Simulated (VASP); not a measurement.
A run of VASP 6.6.1 is set up as follows.

File INCAR:

```
PREC = Accurate ; ENCUT = 520
EDIFF = 1E-6 ; ISMEAR = -1
SIGMA = 0.05 ; LREAL = Auto
LASPH = T ; NELM = 80
ALGO = Normal ; ISIF = 2
LWAVE = F ; LCHARG = F
GGA = CA ; NBANDS = 120
NELECT = 188.0
```

File KPOINTS:

```
regular mesh
0
Gamma
  2 2 2
```

The input POSCAR:

```
Al5O8
1.0
   -4.7351000000     -2.7338110000      4.3003330000
    4.7351000000     -2.7338110000      4.3003330000
    0.0000000000      5.4676230000      4.3003330000
Al O
15 24
Direct
    0.3511828253      0.3515323428      0.3577068969
    0.1473281964      0.1508622294      0.1487654262
    0.6442765058      0.6435419912      0.6544189995
    0.8539679555      0.8488390247      0.8532999538
    0.8109392048      0.8110669740      0.3114599039
    0.1478901358      0.1480206504      0.6484130604
    0.3530127239      0.3531434498      0.8535344363
    0.8571835081      0.3513120376      0.8519225661
    0.6482427716      0.1474569382      0.6512540494
    0.1538963428      0.6444031959      0.1439333070
    0.3527752740      0.8540973158      0.3492324839
    0.3514005707      0.8573121670      0.8517030487
    0.1507294200      0.6483736092      0.6478491022
    0.6434076365      0.1540245189      0.1447948767
    0.8487083628      0.3529070070      0.3544924944
    0.5996486717      0.4019567539      0.7596353900
    0.7505550913      0.5842278754      0.4229425396
    0.4019795460      0.7513128230      0.5953350047
    0.3803224724      0.6008912038      0.2713269992
    0.2500606130      0.4024557050      0.6012342636
    0.5953300714      0.2521696313      0.4085702342
    0.0986189419      0.9026218141      0.7464320405
    0.2459086507      0.0987508294      0.4030133164
    0.9024902087      0.2460390250      0.5991433303
    0.9000849614      0.0975870205      0.2441992871
    0.7436746675      0.9002147617      0.5979790494
    0.0974494369      0.7438106542      0.4006079224
    0.0948099120      0.4021119753      0.2517061841
    0.2591105477      0.5997793826      0.9023485598
    0.9224208911      0.7506874536      0.0846199522
    0.9080449103      0.5954610155      0.7525612206
    0.7708053836      0.3804501640      0.1012844301
    0.1007111492      0.2501926808      0.9028476818
    0.5840974477      0.9225513346      0.2510837002
    0.7511816662      0.0949414601      0.9025040150
    0.4018248996      0.2592431168      0.1001718690
    0.4023240411      0.1008425518      0.7505849190
    0.2520397766      0.9081773450      0.0958530479
    0.6007598128      0.7709350995      0.8808466933
```

Potentials or basis: VASP PAW LDA potentials, release 64 (Al, O).

Run with:

```console
$ cat potpaw_LDA.64/Al/POTCAR potpaw_LDA.64/O/POTCAR > POTCAR
$ mpirun -np 1 vasp_std > vasp.out
```

Problem. What does it give for the largest force?

Solution. 1.655 eV/Å.

Forces in eV/Å, atoms in the order of the input:
```
Al  -0.020 -0.013 -0.031
Al   0.017  0.066 -0.037
Al   0.046 -0.015 -0.080
Al   0.001  0.142 -0.040
Al   0.000  0.000  1.655
Al   0.000  0.000 -0.058
Al   0.000  0.000 -0.037
Al   0.021 -0.011 -0.031
Al  -0.066 -0.018 -0.037
Al  -0.010  0.047 -0.080
Al  -0.124 -0.070 -0.040
Al  -0.001  0.024 -0.031
Al   0.049 -0.048 -0.037
Al  -0.036 -0.032 -0.080
Al   0.123 -0.072 -0.040
O   -0.012 -0.016 -0.059
O    0.096 -0.164  0.040
O    0.036 -0.012 -0.082
O   -0.016  0.016 -0.051
O    0.023  0.000 -0.038
O   -0.005 -0.022 -0.014
O    0.016  0.067 -0.011
O   -0.066 -0.019 -0.011
O    0.050 -0.048 -0.011
O   -0.246  0.292 -0.117
O   -0.130 -0.359 -0.117
O    0.376  0.067 -0.117
O   -0.008  0.037 -0.082
O    0.020 -0.002 -0.059
O    0.094  0.166  0.040
O    0.022  0.007 -0.014
O   -0.006 -0.022 -0.051
O   -0.012  0.020 -0.038
O   -0.190 -0.001  0.040
O   -0.028 -0.025 -0.082
O   -0.008  0.018 -0.059
O   -0.011 -0.020 -0.038
O   -0.017  0.015 -0.014
O    0.022  0.006 -0.051
```

Caveat: the k points lie up to 0.45 Å⁻¹ apart; the cell carries a net charge on a neutralising background, which shifts energy and pressure.
